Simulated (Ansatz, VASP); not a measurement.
**NiO: VASP beside Ansatz**

```
CELL_PARAMETERS angstrom
0.00000 2.09503 2.15788
2.09503 0.00000 2.15788
2.09503 2.09503 0.00000
ATOMIC_POSITIONS crystal
Ni 0.00000 0.00000 0.00000
O 0.50000 0.50000 0.50000
```

Change from the starting cell: z stretched by +3 %, ions relaxed.

Alike in both runs: functional PBE; k mesh 19 × 19 × 19; occupations fermi-dirac, width 0.05 eV; collinear spin.

Ansatz relaxed the structure, and its values are those at the end. VASP's run is a single point on that final structure, the one shown.

|  | VASP | Ansatz |
| --- | --- | --- |
| version | VASP 6.6.1 | Ansatz 0.2.0 |
| potentials or method | VASP PAW PBE potentials, release 64 (Ni, O) | plane-wave PAW, scalar-relativistic |
| plane-wave cutoff (eV) | 520 | 420 |
| valence electrons in the cell | 16 | 24 |

|  | VASP | Ansatz | Ansatz less VASP |
| --- | --- | --- | --- |
| pressure (GPa) | -2.1 | -1.7 | +0.46 |
| net moment per atom (μB) | 0.89 | 0.91 | +0.016 |
| size of the moment on the site where the two differ most (μB) | 0.27 | 0.29 | +0.021 |

Site moments also hang on the region over which each program counts them. With one functional, cell and mesh, what is left measures potentials, basis and numerics. VASP's potentials hold 16 valence electrons a cell and Ansatz's 24, so a difference there can come from the potentials and not from the codes. Ansatz's warnings: stress scf threshold loose.
